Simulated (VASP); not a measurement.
C: single point with PBE+D3(BJ)

Crystal: C.

```
C
1.0
     2.13568   -1.23305   -0.01162
     2.13568    1.23305   -0.01162
    -1.40325    0.00000    3.44515
C
2
Cartesian
  3.5595 0.0000 -0.0191
  -0.6914 0.0000 3.4410
```

| Property | Result |
| --- | --- |
| Program | VASP 6.6.1 |
| Task | single point |
| Functional | PBE |
| Dispersion | D3(BJ) |
| Potentials or basis | VASP PAW PBE potentials, release 64 (C) |
| Cutoff | 520 eV |
| k mesh | 14 × 14 × 8 |
| Occupations | gaussian, width 0.05 eV |
| Spin | no spin polarisation |
| Dipole correction | no |
| Further INCAR settings | ALGO = Normal; EDIFF = 1e-06; NBANDS = 11 |

```yaml
Pressure: -0.1 GPa
Dispersion_energy_per_atom: -0.152 eV
```

Stress tensor (GPa, compression positive):
```
 0.13  0.00 -0.01
 0.00  0.13  0.00
-0.01  0.00 -0.66
```

Wall time 36 s on 1 thread of Intel(R) Xeon(R) Platinum 8488C (Sapphire Rapids) (shared host), peak memory 0.19 GiB.
